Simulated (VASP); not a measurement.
Set up this calculation in VASP 6.6.1, as the native input.

| Item | Value |
| --- | --- |
| Task | single point |
| Functional | r2SCAN |
| Potentials or basis | VASP PAW PBE potentials, release 64 (As) |
| Cutoff | 520 eV |
| k mesh | 20 × 20 × 20 |
| Occupations | gaussian, width 0.15 eV |
| Spin | no spin polarisation |
| Dipole correction | no |
| Further INCAR settings | ALGO = Normal; EDIFF = 1e-06; NBANDS = 8 |

Crystal: As.

```xyz
1
Lattice="2.8387 -0.5677 -0.5677 -0.5677 2.8387 -0.5677 -0.5677 -0.5677 2.8387" Properties=species:S:1:pos:R:3 pbc="T T T"
As    0.8516    0.8516    0.8516
```

This cell differs from its parent crystal: ratio of the length along [111] to the lengths across it x 0.5, volume and fractional coordinates fixed.

The input as run:

POSCAR

```
As
1.0
    2.8386879517     -0.5677375903     -0.5677375903
   -0.5677375903      2.8386879517     -0.5677375903
   -0.5677375903     -0.5677375903      2.8386879517
As
1
Direct
    0.5000000000      0.5000000000      0.5000000000
```

INCAR.step1

```
ALGO     = Normal         # electronic algorithm
EDIFF    = 1E-4           # SCF threshold, eV
ENCUT    = 520            # plane-wave cutoff, eV
GGA      = PE             # functional
ISMEAR   = 0              # smearing method
LASPH    = True           # aspherical terms in the spheres
LCHARG   = False          # write CHGCAR
LREAL    = False          # projectors in reciprocal space
LWAVE    = True           # write WAVECAR
NBANDS   = 8              # bands
NELM     = 100            # most SCF steps
PREC     = Accurate       # precision mode
SIGMA    = 0.15           # smearing width, eV
```

INCAR.step2

```
ALGO     = Normal         # electronic algorithm
EDIFF    = 1E-6           # SCF threshold, eV
ENCUT    = 520            # plane-wave cutoff, eV
ISIF     = 2              # what is computed and relaxed
ISMEAR   = 0              # smearing method
ISTART   = 1            
LASPH    = True           # aspherical terms in the spheres
LCHARG   = True           # write CHGCAR
LELF     = True           # ELF
LMIXTAU  = True         
LREAL    = False          # projectors in reciprocal space
LVHAR    = True         
LWAVE    = False          # write WAVECAR
METAGGA  = R2SCAN         # meta-GGA
NBANDS   = 8              # bands
NELM     = 100            # most SCF steps
PREC     = Accurate       # precision mode
SIGMA    = 0.15           # smearing width, eV
```

KPOINTS

```
k-points
0
Gamma
  20 20 20
```

Potentials or basis: VASP PAW PBE potentials, release 64 (As).

Launch:

```bash
$ cat potpaw_PBE.64/As/POTCAR > POTCAR
$ cp INCAR.step1 INCAR
$ mpirun -np 1 vasp_std > vasp.out
$ cp INCAR.step2 INCAR
$ mpirun -np 1 vasp_std > vasp.out
```

Results of the run:

The pressure is -3.8 GPa.

Caveat: the PAW data sets were made with another functional, which shifts forces and pressure a little.

It took 81 s on 1 thread of Intel(R) Xeon(R) Platinum 8488C (Sapphire Rapids), with other jobs on the host, peak memory 0.17 GiB.
